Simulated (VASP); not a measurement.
Runs of VASP 6.6.1 on MgO. The structure is that of space group P6_3mc (No. 186), or close to it. The cells are those of the table. 

```csv
task,cell,cutoff (eV),gap on the mesh (eV),pressure (GPa)
relaxation of cell and atoms,"relaxed to 5 GPa from a = 3.308, b = 3.308, c = 4.983 Å, angles 90.0, 90.0, 120.0°, 4 atoms",600,3.47,5.0
relaxation of cell and atoms,"relaxed from a = 3.308, b = 3.308, c = 4.983 Å, angles 90.0, 90.0, 120.0°, 4 atoms",600,3.35,0.0
single point,"a = 3.303, b = 3.303, c = 5.020 Å, angles 90.0, 90.0, 120.0°, 4 atoms",520,3.36,(b)
relaxation of cell and atoms,"relaxed to 20 GPa from a = 3.308, b = 3.308, c = 4.983 Å, angles 90.0, 90.0, 120.0°, 4 atoms",600,3.90,20.1
relaxation of cell and atoms,"relaxed to 10 GPa from a = 3.308, b = 3.308, c = 4.983 Å, angles 90.0, 90.0, 120.0°, 4 atoms",600,(a),10.1
```

Alike in all rows: level PBEsol; potentials or basis VASP PAW PBE potentials, release 64 (Mg, O); no spin polarisation; k mesh 6 × 6 × 4; smearing methfessel-paxton 0.02 eV.

**Question.** Fill in the values left out.

**Answer.** (a) 3.62; (b) -0.3.

Caveats: the PAW data sets were made with another functional, which shifts forces and pressure a little; the cell is relaxed towards a set pressure, so the enthalpy falls and the energy may rise (some runs).

